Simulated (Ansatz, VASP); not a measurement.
Two plane-wave programs on PbS

The input INCAR:

```
SYSTEM = PbS
PREC     = Accurate       ! precision mode
ENCUT    = 500            ! plane-wave cutoff, eV
EDIFF    = 1E-6           ! SCF threshold, eV
ISMEAR   = 0              ! smearing method
SIGMA    = 0.02           ! smearing width, eV
LREAL    = .FALSE.        ! projectors in reciprocal space
LASPH    = .TRUE.         ! aspherical terms in the spheres
NELM     = 120            ! most SCF steps
ALGO     = Normal         ! electronic algorithm
ISIF     = 2              ! what is computed and relaxed
LWAVE    = .FALSE.        ! write WAVECAR
LCHARG   = .FALSE.        ! write CHGCAR
GGA      = PE             ! functional
NBANDS   = 28             ! bands
GGA_COMPAT= .FALSE.
```

Contents of KPOINTS:

```
Automatic mesh
0
G
  8 8 4
  0 0 0
```

Contents of POSCAR:

```
PbS
1.0
    2.9000204850     -2.8500202100      0.0253452450
    2.9184644850      2.8687217900      0.0292892450
   -0.9597897644      0.0045277582     11.7306372327
Pb S
2 2
Direct
    0.7820662555      0.7769938417      0.6384749178
    0.2257263544      0.2191160096      0.3621502269
    0.2629527317      0.2693458352      0.5999365456
    0.7292546583      0.7345443135      0.3994383098
```

Input for Ansatz:

```yaml
crystal:
  lattice:
    - [2.900020485, -2.85002021, 0.025345245]
    - [2.918464485, 2.86872179, 0.029289245]
    - [-0.9597897644, 0.0045277582, 11.7306372327]
  atoms:
    - { symbol: Pb, position: [0.7820662555, 0.7769938417, 0.6384749178] }
    - { symbol: Pb, position: [0.2257263544, 0.2191160096, 0.3621502269] }
    - { symbol: S, position: [0.2629527317, 0.2693458352, 0.5999365456] }
    - { symbol: S, position: [0.7292546583, 0.7345443135, 0.3994383098] }
basis:
  ecutwfc: 420
kpoints:
  mp_grid: { grid: [8, 8, 4] }
hamiltonian:
  xc: pbe
scf:
  occupations: { method: gaussian, width: 0.02 }
output:
  forces: true
  stress: true
  eigenvalues: true
```

Change from the starting cell: all atoms moved at random, cell strained at random.

Alike in both runs: task single point; functional PBE; k mesh 8 × 8 × 4; occupations gaussian, width 0.02 eV; no spin polarisation.

|  | VASP | Ansatz |
| --- | --- | --- |
| version | VASP 6.6.1 | Ansatz 0.2.0 |
| potentials or method | VASP PAW PBE potentials, release 64 (Pb_d, S), cutoff 500 eV | scalar-relativistic, plane waves, PAW |
| valence electrons in the cell | 40 | 40 |

|  | VASP | Ansatz | Ansatz less VASP |
| --- | --- | --- | --- |
| gap on the k mesh at the Fermi level (eV) | 1.00 | 1.00 | +0.001 |
| least direct gap on the mesh (eV) | 1.08 | 1.08 | +0.001 |
| rms of the force components (eV/Å) | 0.191 | 0.191 | -0.0006 |

Atom by atom the forces differ by 0.002 eV/Å (rms over components). The functional is the same, so the differences come from potentials, cutoffs and numerics.

Spin-orbit coupling is off throughout.
